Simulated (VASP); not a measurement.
A run of VASP 6.6.1 is set up as follows.

Contents of INCAR:

```
SYSTEM = Os
  PREC = Accurate
  ENCUT = 520
  EDIFF = 1E-8
  ISMEAR = -1
  SIGMA = 0.05
  LREAL = .False.
  LASPH = .True.
  NELM = 60
  ALGO = Normal
  ISIF = 2
  LWAVE = .False.
  LCHARG = .False.
  GGA = PS
  LEFG = .True.
  NBANDS = 10
```

Contents of KPOINTS:

```
regular mesh
0
Gamma
  14 14 14
  0 0 0
```

POSCAR

```
Os
1.0
    0.0000000000      1.9450000000      1.8866500000
    1.9450000000      0.0000000000      1.8866500000
    1.9450000000      1.9450000000      0.0000000000
Os
1
Direct
    0.0000000000      0.0000000000      0.0000000000
```

Potentials or basis: VASP PAW PBE potentials, release 64 (Os).

Run with:

```console
$ cat potpaw_PBE.64/Os/POTCAR > POTCAR
$ mpirun -np 1 vasp_std > vasp.out
```

(1) Estimate the band gap on the k mesh.

(2) What does it give for the pressure?

Results:

(1) zero (band 4 reaches 11.62 eV, above the bottom of band 5 at 7.44 eV).

(2) -8.8 GPa.

Caveat: the cell differs from its parent crystal (zz strain of -3 %); without QUAD_EFG the Cq values of the log hold for a quadrupole moment of 1 mb, not for the nuclei; the PAW data sets were made with another functional, which shifts forces and pressure a little; spin-orbit coupling is left out, which moves the levels of the heavy elements.
